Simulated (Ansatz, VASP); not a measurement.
One calculation of Hf3F, two programs

```
Hf F
1.0
     4.07632    0.00000    0.00000
     0.00000    4.07632    0.00000
     0.00000    0.00000    4.07632
Hf F
3 1
Direct
  0.00000 0.50000 0.50000
  0.50000 0.00000 0.50000
  0.50000 0.50000 0.00000
  0.00000 0.00000 0.00000
```

Alike in both runs: task single point; functional PBE; k mesh 4 × 4 × 4; occupations gaussian, width 0.1 eV; no spin polarisation.

|  | VASP | Ansatz |
| --- | --- | --- |
| version | VASP 6.6.1 | Ansatz 0.2.0 |
| potentials or method | VASP PAW PBE potentials, release 64 (Hf_pv, F), cutoff 520 eV | scalar-relativistic, plane waves, PAW |
| valence electrons in the cell | 37 | 85 |

|  | VASP | Ansatz | Ansatz less VASP |
| --- | --- | --- | --- |
| gap on the k mesh at the Fermi level (eV) | none | none | - |
| pressure (GPa) | 18.1 | 18.7 | +0.63 |

A gap of «none» marks a metal or a gap that the smearing closes. VASP's potentials hold 37 valence electrons a cell and Ansatz's 85, so a difference there can come from the potentials and not from the codes.

The k mesh is coarse, so the values compare programs but aren't converged. Spin-orbit coupling is off throughout.
